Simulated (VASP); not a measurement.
# Nb (Im-3m) in VASP: notebook, part 2 of 2

VASP 6.6.1. Earlier steps stand in the parts before.

## 3. Single point, LDA

This run uses another cell than the first one, of 16.30 Å³/atom, 1.043 times its volume.

The input, INCAR:

```
PREC = Accurate ; ENCUT = 520
EDIFF = 1E-6 ; ISMEAR = 1
SIGMA = 0.05 ; LREAL = F
LASPH = T ; NELM = 60
ALGO = Normal ; ISIF = 2
LWAVE = F ; LCHARG = T
LELF = T ; LVHAR = T
NBANDS = 12
```

The input, KPOINTS:

```
Automatic mesh
0
Gamma
  18 18 18
```

The input, POSCAR:

```
Nb
1.0
   -1.5972038158      1.5972038158      1.5972038158
    1.5972038158     -1.5972038158      1.5972038158
    1.5972038158      1.5972038158     -1.5972038158
Nb
1
Direct
    0.0000000000      0.0000000000      0.0000000000
```

Potentials or basis: VASP PAW LDA potentials, release 64 (Nb_sv).

The run is started by

```console
cat potpaw_LDA.64/Nb_sv/POTCAR > POTCAR
mpirun -np 1 vasp_std > vasp.out
```

OUTCAR:

```text
PREC = Accurate
   ENCUT = 520
   EDIFF = 1E-6
   ISMEAR = 1
   LREAL = F
   LASPH = T
   NELM = 60
   ISIF = 2

 ion  position               nearest neighbor table
   1  0.000  0.000  0.000-

  LATTYP: Found a body centered cubic cell.
 ALAT       =     3.1944076316

  Lattice vectors:

 A1 = (  -1.5972038158,   1.5972038158,   1.5972038158)
 A2 = (   1.5972038158,  -1.5972038158,   1.5972038158)
 A3 = (   1.5972038158,   1.5972038158,  -1.5972038158)

Analysis of symmetry for initial positions (statically):
=====================================================================
 Subroutine PRICEL returns:
 Original cell was already a primitive cell.

 Routine SETGRP: Setting up the symmetry group for a
 body centered cubic supercell.

 Subroutine GETGRP returns: Found 48 space group operations
 (whereof 48 operations were pure point group operations)
 out of a pool of 48 trial point group operations.

The static configuration has the point symmetry O_h .

Analysis of symmetry for dynamics (positions and initial velocities):
=====================================================================
 Subroutine PRICEL returns:
 Original cell was already a primitive cell.

 Routine SETGRP: Setting up the symmetry group for a
 body centered cubic supercell.

 Subroutine GETGRP returns: Found 48 space group operations
 (whereof 48 operations were pure point group operations)
 out of a pool of 48 trial point group operations.

The dynamic configuration has the point symmetry O_h .

 Subroutine INISYM returns: Found 48 space group operations
 (whereof 48 operations are pure point group operations),
 and found     1 'primitive' translations

----------------------------------------------------------------------------------------

                                     Primitive cell

[... 108 lines left out ...]
     AMIX_MAG =   1.60;   BMIX_MAG =  1.00
  volume/ion in A,a.u.               =      16.30       109.99
  Fermi-wavevector in a.u.,A,eV,Ry     =   1.518246  2.869070 31.362413  2.305072
  Thomas-Fermi vector in A             =   2.627393
   LORBIT       =      0    0 simple, 1 ext, 2 COOP (PROOUT), +10 PAW based schemes
   GGA     = CA    functional components
   LHFCALC =     F    Hartree Fock is set to
   AEXX    =    0.0000 exact exchange contribution
   IVDW    =     0    specifies the selected vdW correction
   LEPSILON=     F    determine dielectric tensor
   LRPA    =     F    only Hartree local field effects (RPA)
 non-spin polarized calculation
 Methfessel and Paxton  Order N= 1 SIGMA  =   0.05
  energy-cutoff  :      520.00
  volume of cell :       16.30
 maximum number of plane-waves:       466
 NGX is ok and might be reduce to    24
   NGX = 11   NGY = 11   NGZ = 11

 number of electron      12.9999999 magnetization

 Free energy of the ion-electron system (eV)
  ---------------------------------------------------
  ext. energy  EPLUGINS =         0.00000000
  ---------------------------------------------------
  free energy    TOTEN  =       -11.22963209 eV

  energy without entropy =      -11.22931309  energy(sigma->0) =      -11.22952576

 E-fermi :  12.4713     XC(G=0): -13.2363

 val. band max:       12.4664367075   @ k =   0.1667   0.0000   0.0000
 cond. band min:      12.4743216743   @ k =  -0.3333   0.3889   0.1667
 fundamental gap:      0.0078849668
 Fermi energy:        12.4712844978

 k-point     1 :       0.0000    0.0000    0.0000
  band No.  band energies     occupation
      1     -41.5181      2.00000
      2     -16.7089      2.00000
      3     -16.7089      2.00000
      4     -16.7089      2.00000
      5       6.3815      2.00000
      6      12.7530     -0.00000
      7      12.7530     -0.00000
      8      12.7530     -0.00000
      9      16.0020      0.00000
     10      16.0020      0.00000
     11      26.9490      0.00000
     12      26.9490      0.00000
[... 331 lines left out ...]
 k-point    24 :       0.3889    0.1111    0.0000
  band No.  band energies     occupation
      1     -41.1448      2.00000
      2     -18.4617      2.00000
      3     -17.3456      2.00000
      4     -16.8129      2.00000
      5       8.7387      2.00000
      6      10.6211      2.00000
      7      13.9268      0.00000
      8      15.9322      0.00000
      9      17.2111      0.00000
     10      20.0965      0.00000
     11      25.2684      0.00000
     12      26.1323      0.00000

 [... further k-points ...]
[... 5 lines left out ...]
  --------------------------------------------------------------------------------------
  -------------------------------------------------------------------------------------
  Total        0.9982836      0.9982836      0.9982836      0.0000000      0.0000000     -0.0000000
  in kB       98.1349094     98.1349094     98.1349094      0.0000000      0.0000000     -0.0000000
  external PRESSURE =      98.1349094 kB  Pullay stress =       0.0000000 kB

 VOLUME and BASIS-vectors are now :
 -----------------------------------------------------------------------------
  energy-cutoff  :      520.00
  volume of cell :       16.30
      direct lattice vectors                 reciprocal lattice vectors
    -1.597203816  1.597203816  1.597203816     0.000000000  0.313047086  0.313047086
     1.597203816 -1.597203816  1.597203816     0.313047086  0.000000000  0.313047086
     1.597203816  1.597203816 -1.597203816     0.313047086  0.313047086  0.000000000

 POSITION                                       TOTAL-FORCE (eV/Angst)
 -----------------------------------------------------------------------------------
      0.00000      0.00000      0.00000         0.000000      0.000000     -0.000000
 -----------------------------------------------------------------------------------
    total drift:                               -0.000000      0.000000      0.000000

  FREE ENERGIE OF THE ION-ELECTRON SYSTEM (eV)
  ---------------------------------------------------
  free  energy   TOTEN  =       -11.2296320912 eV

  energy  without entropy=      -11.2293130946  energy(sigma->0) =      -11.22952576
```

OSZICAR:

```text
N       E                     dE             d eps       ncg     rms          rms(c)
DAV:   1     0.123889405312E+03    0.12389E+03   -0.72938E+03  4696   0.111E+03
DAV:   2    -0.611114553297E+01   -0.13000E+03   -0.12499E+03  5036   0.418E+02
DAV:   3    -0.113309211971E+02   -0.52198E+01   -0.49465E+01  7028   0.749E+01
DAV:   4    -0.115895917683E+02   -0.25867E+00   -0.25725E+00  6700   0.140E+01
DAV:   5    -0.115986274219E+02   -0.90357E-02   -0.90311E-02  6868   0.240E+00    0.825E+00
DAV:   6    -0.112644135060E+02    0.33421E+00   -0.51154E-01  7696   0.953E+00    0.305E+00
DAV:   7    -0.112254734667E+02    0.38940E-01   -0.15691E-01  7748   0.516E+00    0.852E-01
DAV:   8    -0.112295339773E+02   -0.40605E-02   -0.10612E-02  5752   0.131E+00    0.626E-02
DAV:   9    -0.112296287544E+02   -0.94777E-04   -0.10459E-03  7916   0.332E-01    0.412E-02
DAV:  10    -0.112296354291E+02   -0.66747E-05   -0.19318E-05  5932   0.402E-02    0.298E-02
DAV:  11    -0.112296321405E+02    0.32886E-05   -0.13072E-05  6020   0.636E-02    0.308E-03
DAV:  12    -0.112296320912E+02    0.49285E-07   -0.13601E-07  3468   0.634E-03
   1 F= -.11229632E+02 E0= -.11229526E+02  d E =-.318997E-03
```

stdout:

```text
POSCAR found type information on POSCAR Nb
 POSCAR found :  1 types and       1 ions
 scaLAPACK will be used
 LDA part: xc-table for (Slater(with rela. corr.)+CA(PZ))
 , standard interpolation
 POSCAR, INCAR and KPOINTS ok, starting setup
 FFT: planning ... GRIDC
 FFT: planning ... GRID_SOFT
 FFT: planning ... GRID
 WAVECAR not read
 entering main loop
```

Run time: 22 s. Hardware: 1 thread of Intel Xeon 6975P-C, shared host; peak memory 0.16 GiB.

Results:

* Free energy: -11.2296 eV
* Pressure: 9.8 GPa

## 4. Single point, LDA

This run uses another cell than the first one, of 16.70 Å³/atom, 1.069 times its volume.

The input, INCAR:

```
PREC = Accurate
ENCUT = 520
EDIFF = 1E-7
ISMEAR = 1
SIGMA = 0.05
LREAL = False
LASPH = True
NELM = 80
ALGO = Normal
ISIF = 2
LWAVE = False
LCHARG = False
NBANDS = 12
```

The input, KPOINTS:

```
regular mesh
0
Gamma
  18 18 18
```

The input, POSCAR:

```
Nb
1.0
   -1.6103403853      1.6103403853      1.6103403853
    1.6103403853     -1.6103403853      1.6103403853
    1.6103403853      1.6103403853     -1.6103403853
Nb
1
Direct
    0.0000000000      0.0000000000      0.0000000000
```

Potentials or basis: VASP PAW LDA potentials, release 64 (Nb_sv).

The run is started by

```console
cat potpaw_LDA.64/Nb_sv/POTCAR > POTCAR
mpirun -np 1 vasp_std > vasp.out
```

OUTCAR:

```text
PREC = Accurate
   ENCUT = 520
   EDIFF = 1E-7
   ISMEAR = 1
   LREAL = False
   LASPH = True
   NELM = 80
   ISIF = 2

 ion  position               nearest neighbor table
   1  0.000  0.000  0.000-

  LATTYP: Found a body centered cubic cell.
 ALAT       =     3.2206807706

  Lattice vectors:

 A1 = (  -1.6103403853,   1.6103403853,   1.6103403853)
 A2 = (   1.6103403853,  -1.6103403853,   1.6103403853)
 A3 = (   1.6103403853,   1.6103403853,  -1.6103403853)

Analysis of symmetry for initial positions (statically):
=====================================================================
 Subroutine PRICEL returns:
 Original cell was already a primitive cell.

 Routine SETGRP: Setting up the symmetry group for a
 body centered cubic supercell.

 Subroutine GETGRP returns: Found 48 space group operations
 (whereof 48 operations were pure point group operations)
 out of a pool of 48 trial point group operations.

The static configuration has the point symmetry O_h .

Analysis of symmetry for dynamics (positions and initial velocities):
=====================================================================
[... 161 lines left out ...]
 fundamental gap:      0.0016624239
 Fermi energy:        12.0886586320

 k-point     1 :       0.0000    0.0000    0.0000
  band No.  band energies     occupation
      1     -41.9114      2.00000
      2     -17.1735      2.00000
      3     -17.1735      2.00000
      4     -17.1735      2.00000
      5       6.0393      2.00000
      6      12.3909     -0.00000
      7      12.3909     -0.00000
      8      12.3909     -0.00000
      9      15.5527      0.00000
     10      15.5527      0.00000
     11      26.5184      0.00000
     12      26.5184      0.00000
[... 331 lines left out ...]
 k-point    24 :       0.3889    0.1111    0.0000
  band No.  band energies     occupation
      1     -41.5722      2.00000
      2     -18.8014      2.00000
      3     -17.7662      2.00000
      4     -17.2688      2.00000
      5       8.4604      2.00000
      6      10.3225      2.00000
      7      13.4657      0.00000
      8      15.4713      0.00000
      9      16.6988      0.00000
     10      19.4950      0.00000
     11      24.7325      0.00000
     12      25.4174      0.00000

 [... further k-points ...]
[... 5 lines left out ...]
  --------------------------------------------------------------------------------------
  -------------------------------------------------------------------------------------
  Total        0.5072539      0.5072539      0.5072539     -0.0000000      0.0000000      0.0000000
  in kB       48.6544926     48.6544926     48.6544926     -0.0000000      0.0000000      0.0000000
  external PRESSURE =      48.6544926 kB  Pullay stress =       0.0000000 kB

 VOLUME and BASIS-vectors are now :
 -----------------------------------------------------------------------------
  energy-cutoff  :      520.00
  volume of cell :       16.70
      direct lattice vectors                 reciprocal lattice vectors
    -1.610340385  1.610340385  1.610340385     0.000000000  0.310493362  0.310493362
     1.610340385 -1.610340385  1.610340385     0.310493362  0.000000000  0.310493362
     1.610340385  1.610340385 -1.610340385     0.310493362  0.310493362  0.000000000

 POSITION                                       TOTAL-FORCE (eV/Angst)
 -----------------------------------------------------------------------------------
      0.00000      0.00000      0.00000         0.000000      0.000000      0.000000
 -----------------------------------------------------------------------------------
    total drift:                                0.000000      0.000000     -0.000000

  FREE ENERGIE OF THE ION-ELECTRON SYSTEM (eV)
  ---------------------------------------------------
  free  energy   TOTEN  =       -11.2485912341 eV

  energy  without entropy=      -11.2483847369  energy(sigma->0) =      -11.24852240
```

OSZICAR:

```text
N       E                     dE             d eps       ncg     rms          rms(c)
DAV:   1     0.122010871067E+03    0.12201E+03   -0.72220E+03  4728   0.110E+03
DAV:   2    -0.603937585420E+01   -0.12805E+03   -0.12314E+03  5032   0.415E+02
DAV:   3    -0.113410422593E+02   -0.53017E+01   -0.50074E+01  7032   0.745E+01
DAV:   4    -0.116316763408E+02   -0.29063E+00   -0.28820E+00  6744   0.146E+01
DAV:   5    -0.116414730897E+02   -0.97967E-02   -0.97908E-02  7012   0.245E+00    0.793E+00
DAV:   6    -0.112876954416E+02    0.35378E+00   -0.53261E-01  7696   0.968E+00    0.288E+00
DAV:   7    -0.112448830102E+02    0.42812E-01   -0.16055E-01  7740   0.518E+00    0.862E-01
DAV:   8    -0.112485269344E+02   -0.36439E-02   -0.11280E-02  5772   0.135E+00    0.347E-02
DAV:   9    -0.112485875930E+02   -0.60659E-04   -0.87877E-04  7824   0.301E-01    0.384E-02
DAV:  10    -0.112485936930E+02   -0.61000E-05   -0.11615E-05  5860   0.359E-02    0.259E-02
DAV:  11    -0.112485913021E+02    0.23909E-05   -0.98822E-06  5984   0.561E-02    0.387E-03
DAV:  12    -0.112485912341E+02    0.67934E-07   -0.19035E-07  5700   0.641E-03
   1 F= -.11248591E+02 E0= -.11248522E+02  d E =-.206497E-03
```

It took 25 s on 1 thread of Intel Xeon 6975P-C, shared host; peak memory 0.16 GiB.

What came out:

```
Free energy : -11.2486 eV
Pressure    : 4.9 GPa
```

## 5. Overview

```tsv
cell	gap on the mesh (eV)	pressure (GPa)
a = 2.728 Å, angles 109.5°, 1 atom	none	19.9
a = 2.766 Å, angles 109.5°, 1 atom	none	9.8
a = 2.789 Å, angles 109.5°, 1 atom	none	4.9
```

Alike in all rows: task single point; level LDA; potentials or basis VASP PAW LDA potentials, release 64 (Nb_sv); no spin polarisation; k mesh 18 × 18 × 18; cutoff (eV) 520; smearing methfessel-paxton 0.05 eV.

Absolute energies hang on the potentials; compare differences alone.
